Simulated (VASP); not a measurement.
# GaN (P6_3mc) in VASP: a series of runs

Runs on GaN. Level: PBE. Tasks: single point, relaxation of cell and atoms.

Everything below comes from runs of VASP 6.6.1. Logs are shortened: lines on timing, memory, paths and dates and some standing lists are left out, and cuts for length are marked.

**Experimental background.**

“Studying electronic properties in GaN without electrical contacts using γ-γ vs e−-γ Perturbed Angular Correlations”, 2019, pmc:6823545 quotes, for a bulk crystal of GaN: band gap 3.503 ± 0.005 eV (direct).

How close the calculation comes is told below.

## (1) The cell of the first run

The structure is hexagonal, space group P6_3mc (No. 186). The conventional cell has a = 3.180 Å, b = 3.180 Å, c = 5.166 Å, α = 90.00°, β = 90.00°, γ = 120.00°. Ga (site symmetry 3m) has 4 N at 1.94 to 1.95 Å within 2.6 Å. N (site symmetry 3m) has 4 Ga at 1.94 to 1.95 Å within 2.6 Å.

## (2) Single point, PBE

File INCAR:

```
SYSTEM = GaN
  PREC = Accurate
  ENCUT = 520
  EDIFF = 1E-7
  ISMEAR = 0
  SIGMA = 0.1
  LREAL = .False.
  LASPH = .True.
  NELM = 80
  ALGO = Normal
  ISIF = 2
  LWAVE = .False.
  LCHARG = .False.
  GGA = PE
  NBANDS = 26
```

File KPOINTS:

```
Automatic mesh
0
Gamma
  6 6 4
  0 0 0
```

File POSCAR:

```
GaN
1.0
    3.1799995600      0.0000000000      0.0000000000
   -1.5899997800      2.7539604100      0.0000000000
    0.0000000000      0.0000000000      5.1659998900
Ga N
2 2
Direct
    0.3333333300      0.6666666700      0.0000000000
    0.6666666700      0.3333333300      0.5000000000
    0.3333333300      0.6666666700      0.3750000000
    0.6666666700      0.3333333300      0.8750000000
```

Potentials or basis: VASP PAW PBE potentials, release 64 (Ga_d, N).

Started as:

```bash
cat potpaw_PBE.64/Ga_d/POTCAR potpaw_PBE.64/N/POTCAR > POTCAR
mpirun -np 1 vasp_std > vasp.out
```

OUTCAR:

```text
SYSTEM = GaN
   PREC = Accurate
   ENCUT = 520
   EDIFF = 1E-7
   ISMEAR = 0
   LREAL = .False.
   LASPH = .True.
   NELM = 80
   ISIF = 2
   GGA = PE

 ion  position               nearest neighbor table
   1  0.333  0.667  0.000-   3 1.94   4 1.95   4 1.95   4 1.95
   2  0.667  0.333  0.500-   4 1.94   3 1.95   3 1.95   3 1.95
   3  0.333  0.667  0.375-   1 1.94   2 1.95   2 1.95   2 1.95
   4  0.667  0.333  0.875-   2 1.94   1 1.95   1 1.95   1 1.95

  LATTYP: Found a hexagonal cell.
 ALAT       =     3.1799995600
 C/A-ratio  =     1.6245284921

  Lattice vectors:

 A1 = (   3.1799995600,   0.0000000000,   0.0000000000)
 A2 = (  -1.5899997800,   2.7539604100,   0.0000000000)
 A3 = (   0.0000000000,   0.0000000000,   5.1659998900)

Analysis of symmetry for initial positions (statically):
=====================================================================
 Subroutine PRICEL returns:
 Original cell was already a primitive cell.

 Routine SETGRP: Setting up the symmetry group for a
 hexagonal supercell.

 Subroutine GETGRP returns: Found 12 space group operations
 (whereof  6 operations were pure point group operations)
 out of a pool of 24 trial point group operations.

The static configuration has the point symmetry C_3v.
 The point group associated with its full space group is C_6v.

Analysis of symmetry for dynamics (positions and initial velocities):
=====================================================================
 Subroutine PRICEL returns:
 Original cell was already a primitive cell.

 Routine SETGRP: Setting up the symmetry group for a
 hexagonal supercell.

 Subroutine GETGRP returns: Found 12 space group operations
 (whereof  6 operations were pure point group operations)
 out of a pool of 24 trial point group operations.

The dynamic configuration has the point symmetry C_3v.
 The point group associated with its full space group is C_6v.

 Subroutine INISYM returns: Found 12 space group operations
 (whereof  6 operations are pure point group operations),
 and found     1 'primitive' translations

----------------------------------------------------------------------------------------

                                     Primitive cell

  volume of cell :      45.2417

  direct lattice vectors                    reciprocal lattice vectors
     3.179999560  0.000000000  0.000000000     0.314465452  0.181556713  0.000000000
    -1.589999780  2.753960410  0.000000000     0.000000000  0.363113426  0.000000000
     0.000000000  0.000000000  5.165999890     0.000000000  0.000000000  0.193573368

  length of vectors
     3.179999560  3.179999566  5.165999890     0.363113427  0.363113426  0.193573368

  position of ions in fractional coordinates (direct lattice)
     0.333333330  0.666666670  0.000000000
     0.666666670  0.333333330  0.500000000
     0.333333330  0.666666670  0.375000000
     0.666666670  0.333333330  0.875000000

  ion indices of the primitive-cell ions
   primitive index   ion index
                 1           1
                 2           2
                 3           3
                 4           4

----------------------------------------------------------------------------------------

 KPOINTS: Automatic mesh

Automatic generation of k-mesh.
 Grid dimensions read from file:
 generate k-points for:    6    6    4

 Generating k-lattice:

  Cartesian coordinates                     Fractional coordinates (reciprocal lattice)
     0.052410909  0.030259452  0.000000000     0.166666667  0.000000000  0.000000000
     0.000000000  0.060518904  0.000000000     0.000000000  0.166666667  0.000000000
     0.000000000  0.000000000  0.048393342     0.000000000  0.000000000  0.250000000

  Length of vectors
     0.060518904  0.060518904  0.048393342

  Shift w.r.t. Gamma in fractional coordinates (k-lattice)
     0.000000000  0.000000000  0.000000000

 Subroutine IBZKPT returns following result:
 ===========================================

 Found     21 irreducible k-points:

 Following reciprocal coordinates:
            Coordinates               Weight
  0.000000  0.000000  0.000000      1.000000
  0.166667  0.000000  0.000000      6.000000
  0.333333  0.000000  0.000000      6.000000
  0.500000  0.000000  0.000000      3.000000
  0.166667  0.166667  0.000000      6.000000
  0.333333  0.166667  0.000000     12.000000
[... 13 lines left out ...]
  0.333333  0.166667  0.500000     12.000000
  0.333333  0.333333  0.500000      2.000000
   k-points           NKPTS =     21   k-points in BZ     NKDIM =     21   number of bands    NBANDS=     26
   number of dos      NEDOS =    301   number of ions     NIONS =      4
   total plane-waves  NPLWV =  23040
   dimension x,y,z NGX =    24 NGY =   24 NGZ =   40
   dimension x,y,z NGXF=    48 NGYF=   48 NGZF=   80
   ions per type =               2   2
   NGX,Y,Z   is equivalent  to a cutoff of  12.55, 12.55, 12.87 a.u.
   NGXF,Y,Z  is equivalent  to a cutoff of  25.09, 25.09, 25.74 a.u.
 SYSTEM =  GaN
   PREC   = accura    normal or accurate (medium, high low for compatibility)
   ISTART =      0    job   : 0-new  1-cont  2-samecut
   ICHARG =      2    charge: 1-file 2-atom 10-const
   ISPIN  =      1    spin polarized calculation?
   LNONCOLLINEAR =      F non collinear calculations
   LSORBIT =      F    spin-orbit coupling
   LASPH  =      T    aspherical Exc in radial PAW
   ENCUT  =  520.0 eV  38.22 Ry    6.18 a.u.   5.91  5.91  9.61*2*pi/ulx,y,z
   NELM   =     80;   NELMIN=  2; NELMDL= -5     # of ELM steps
   EDIFF  = 0.1E-06   stopping-criterion for ELM
   LREAL  =      F    real-space projection
   EDIFFG = 0.1E-05   stopping-criterion for IOM
   NSW    =      0    number of steps for IOM
   IBRION =     -1    ionic relax: 0-MD 1-quasi-New 2-CG
   NFREE  =      0    steps in history (QN), initial steepest desc. (CG)
   ISIF   =      2    stress and relaxation
   ISYM   =      2    0-nonsym 1-usesym 2-fastsym
   POTIM  = 0.5000    time-step for ionic-motion
   TEBEG  =    0.0;   TEEND  =   0.0 temperature during run
   PSTRESS=    0.0 pullay stress
   NELECT =      36.0000    total number of electrons
   NUPDOWN=      -1.0000    fix difference up-down
   EMIN   =  10.00;   EMAX   =-10.00  energy-range for DOS
   EFERMI =   0.00;   METHOD = LEGACY
   ISMEAR =     0;   SIGMA  =   0.10  broadening in eV -4-tet -1-fermi 0-gaus
   EFERMI_NEDOS =   21; number of points for ismear=-14 and -15
   IALGO  =     38    algorithm
   IMIX   =      4    mixing-type and parameters
     AMIX     =   0.40;   BMIX     =  1.00
     AMIX_MAG =   1.60;   BMIX_MAG =  1.00
  volume/ion in A,a.u.               =      11.31        76.33
  Fermi-wavevector in a.u.,A,eV,Ry     =   1.517036  2.866783 31.312433  2.301399
  Thomas-Fermi vector in A             =   2.626346
   LORBIT       =      0    0 simple, 1 ext, 2 COOP (PROOUT), +10 PAW based schemes
   GGA     = PE    functional components
   LHFCALC =     F    Hartree Fock is set to
   AEXX    =    0.0000 exact exchange contribution
   IVDW    =     0    specifies the selected vdW correction
   LEPSILON=     F    determine dielectric tensor
   LRPA    =     F    only Hartree local field effects (RPA)
 non-spin polarized calculation
 Gauss-broadening in eV      SIGMA  =   0.10
  energy-cutoff  :      520.00
  volume of cell :       45.24
 maximum number of plane-waves:      1236
 NGX is ok and might be reduce to    24
   NGX = 11   NGY = 11   NGZ = 19

 number of electron      36.0000002 magnetization

 Free energy of the ion-electron system (eV)
  ---------------------------------------------------
  ext. energy  EPLUGINS =         0.00000000
  ---------------------------------------------------
  free energy    TOTEN  =       -24.28072801 eV

  energy without entropy =      -24.28072801  energy(sigma->0) =      -24.28072801

 E-fermi :   5.8659     XC(G=0): -11.7216

 val. band max:        5.4347673553   @ k =   0.0000   0.0000   0.0000
 cond. band min:       7.4065059276   @ k =   0.0000   0.0000   0.0000
 fundamental gap:      1.9717385723
 Fermi energy:         5.8659381298

 k-point     1 :       0.0000    0.0000    0.0000
  band No.  band energies     occupation
      1     -10.6361      2.00000
      2      -9.6765      2.00000
      3      -8.0236      2.00000
      4      -8.0021      2.00000
      5      -8.0021      2.00000
      6      -7.9376      2.00000
[... 18 lines left out ...]
     25      17.2028      0.00000
     26      17.2028      0.00000

 k-point     2 :       0.1667    0.0000    0.0000
  band No.  band energies     occupation
      1     -10.3767      2.00000
      2      -9.6145      2.00000
      3      -7.9898      2.00000
      4      -7.9674      2.00000
      5      -7.9262      2.00000
      6      -7.8905      2.00000
[... 18 lines left out ...]
     25      16.9206      0.00000
     26      17.7135      0.00000

 k-point     3 :       0.3333    0.0000    0.0000
  band No.  band energies     occupation
      1      -9.8922      2.00000
      2      -9.5301      2.00000
      3      -7.9510      2.00000
      4      -7.9313      2.00000
      5      -7.8519      2.00000
      6      -7.7851      2.00000
[... 18 lines left out ...]
     25      17.1012      0.00000
     26      18.7219      0.00000

 k-point     4 :       0.5000    0.0000    0.0000
  band No.  band energies     occupation
      1      -9.6971      2.00000
      2      -9.5078      2.00000
      3      -7.9542      2.00000
      4      -7.9293      2.00000
      5      -7.8329      2.00000
      6      -7.7866      2.00000
[... 18 lines left out ...]
     25      17.9440      0.00000
     26      18.8954      0.00000
[... 409 lines left out ...]
      1      -9.6885      2.00000
      2      -9.6885      2.00000
      3      -7.9176      2.00000
      4      -7.9176      2.00000
      5      -7.8896      2.00000
      6      -7.8896      2.00000
[... 18 lines left out ...]
     25      17.2381      0.00000
     26      17.2381      0.00000

 k-point    20 :       0.3333    0.1667    0.5000
  band No.  band energies     occupation
      1      -9.5445      2.00000
      2      -9.5445      2.00000
      3      -7.9209      2.00000
      4      -7.9209      2.00000
      5      -7.8478      2.00000
      6      -7.8478      2.00000
[... 18 lines left out ...]
     25      17.9231      0.00000
     26      17.9231      0.00000

 k-point    21 :       0.3333    0.3333    0.5000
  band No.  band energies     occupation
      1      -9.5052      2.00000
      2      -9.5052      2.00000
      3      -7.8832      2.00000
      4      -7.8832      2.00000
      5      -7.8640      2.00000
      6      -7.8640      2.00000
[... 18 lines left out ...]
     25      19.4879      0.00000
     26      19.4892      0.00000

------------------------ aborting loop because EDIFF is reached ----------------------------------------

  FORCE on cell =-STRESS in cart. coord.  units (eV):
  Direction    XX          YY          ZZ          XY          YZ          ZX
  --------------------------------------------------------------------------------------
  -------------------------------------------------------------------------------------
  Total        1.8608835      1.8608835      2.4564304      0.0000000     -0.0000000      0.0000000
  in kB       65.9007887     65.9007890     86.9913160      0.0000000     -0.0000000      0.0000000
  external PRESSURE =      72.9309646 kB  Pullay stress =       0.0000000 kB

 VOLUME and BASIS-vectors are now :
 -----------------------------------------------------------------------------
  energy-cutoff  :      520.00
  volume of cell :       45.24
      direct lattice vectors                 reciprocal lattice vectors
     3.179999560  0.000000000  0.000000000     0.314465452  0.181556713  0.000000000
    -1.589999780  2.753960410  0.000000000     0.000000000  0.363113426  0.000000000
     0.000000000  0.000000000  5.165999890     0.000000000  0.000000000  0.193573368

 POSITION                                       TOTAL-FORCE (eV/Angst)
 -----------------------------------------------------------------------------------
     -0.00000      1.83597      0.00000         0.000000     -0.000000     -0.134681
      1.59000      0.91799      2.58300        -0.000000      0.000000     -0.134681
     -0.00000      1.83597      1.93725        -0.000000      0.000000      0.134681
      1.59000      0.91799      4.52025         0.000000     -0.000000      0.134681
 -----------------------------------------------------------------------------------
    total drift:                               -0.000011      0.000005     -0.000258

  FREE ENERGIE OF THE ION-ELECTRON SYSTEM (eV)
  ---------------------------------------------------
  free  energy   TOTEN  =       -24.2807280079 eV

  energy  without entropy=      -24.2807280079  energy(sigma->0) =      -24.28072801
```

Run time: 24 s. Hardware: 1 thread of Intel Xeon 6975P-C, shared host; peak memory 0.16 GiB.

Results:

```yaml
Free_energy: -24.2807 eV
Pressure: 7.3 GPa
Largest_force: 0.135 eV/Å
Band_gap_on_the_k_mesh: 1.97 eV, direct
```

Forces in eV/Å, atoms in the order of the input:
```
Ga   0.000  0.000 -0.135
Ga   0.000  0.000 -0.135
N    0.000  0.000  0.135
N    0.000  0.000  0.135
```

## (3) Single point, PBE

This run uses another cell than the first one, of 11.74 Å³/atom, 1.038 times its volume.

File INCAR:

```
SYSTEM = GaN
  PREC = Accurate
  ENCUT = 520
  EDIFF = 1E-6
  ISMEAR = 0
  SIGMA = 0.1
  LREAL = .False.
  LASPH = .True.
  NELM = 100
  ALGO = Normal
  ISIF = 2
  LWAVE = .False.
  LCHARG = .True.
  GGA = PE
  LELF = .True.
  LVHAR = .True.
  NBANDS = 26
```

KPOINTS is that of step 2.

File POSCAR:

```
GaN
1.0
    3.2172949642      0.0000000000      0.0000000000
   -1.6086474821      2.7862591704      0.0000000000
    0.0000000000      0.0000000000      5.2396497425
Ga N
2 2
Direct
    0.3333333333      0.6666666667     -0.0009376498
    0.6666666667      0.3333333333      0.4990623502
    0.3333333333      0.6666666667      0.3759376498
    0.6666666667      0.3333333333      0.8759376498
```

Potentials or basis: VASP PAW PBE potentials, release 64 (Ga_d, N).

Started as:

```bash
cat potpaw_PBE.64/Ga_d/POTCAR potpaw_PBE.64/N/POTCAR > POTCAR
mpirun -np 1 vasp_std > vasp.out
```

Wall time 22 s (1 thread of Intel Xeon 6975P-C, shared host); peak memory 0.16 GiB.

It converged, with:

```
Free energy            : -24.3230 eV
Pressure               : 0.3 GPa
Largest force          : 0.005 eV/Å
Band gap on the k mesh : 1.73 eV, direct
```

Forces in eV/Å, atoms in the order of the input:
```
Ga   0.000  0.000  0.005
Ga   0.000  0.000  0.005
N    0.000  0.000 -0.005
N    0.000  0.000 -0.005
```

Levels at points of the mesh, in eV from the valence-band top:
| k point | band 16 | band 17 | band 18 | band 19 | band 20 | band 21 |
| --- | --- | --- | --- | --- | --- | --- |
| (0.00, 0.00, 0.00) | -0.03 | 0.00 | 0.00 | 1.73 | 4.07 | 9.03 |
| (0.50, 0.00, 0.00) | -2.64 | -2.12 | -0.96 | 4.98 | 5.38 | 5.99 |
| (0.00, 0.00, 0.50) | -0.51 | -0.51 | -0.51 | 4.07 | 4.07 | 8.32 |
| (0.50, 0.00, 0.50) | -1.87 | -1.83 | -1.83 | 4.32 | 4.32 | 7.58 |

[end of part 1 of 2]
